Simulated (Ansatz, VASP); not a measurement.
## Au in VASP and in Ansatz

```xyz
2
Lattice="2.8011 0.0000 0.0000 -1.4006 2.4259 0.0000 0.0000 0.0000 4.6856" Properties=species:S:1:pos:R:3 pbc="T T T"
Au    0.0000    1.6172    1.1714
Au    1.4006    0.8086    3.5142
```

Alike in both runs: task single point; functional LDA; k mesh 14 × 14 × 8; occupations fermi-dirac, width 0.1 eV; no spin polarisation.

|  | VASP | Ansatz |
| --- | --- | --- |
| version | VASP 6.6.1 | Ansatz 0.2.0 |
| potentials or method | VASP PAW LDA potentials, release 64 (Au), cutoff 520 eV | plane waves (420 eV) with PAW, scalar-relativistic |
| valence electrons in the cell | 22 | 38 |

VASP gave:

| Item | Value |
| --- | --- |
| pressure (GPa) | 9.5 |
| traceless stress, the component that is largest in VASP (GPa) | -0.11 |

What did Ansatz give for the same quantities?

Pressure (GPa): 8.9; traceless stress, the component that is largest in VASP (GPa): 0.01.

Ansatz warns that its potentials were made for another functional, while VASP's fit it. LDA's correlation is that of Perdew and Zunger in VASP and of Perdew and Wang (1992) in Ansatz. VASP's potentials hold 22 valence electrons a cell and Ansatz's 38, so a difference there can come from the potentials and not from the codes.

Spin-orbit coupling is off throughout.
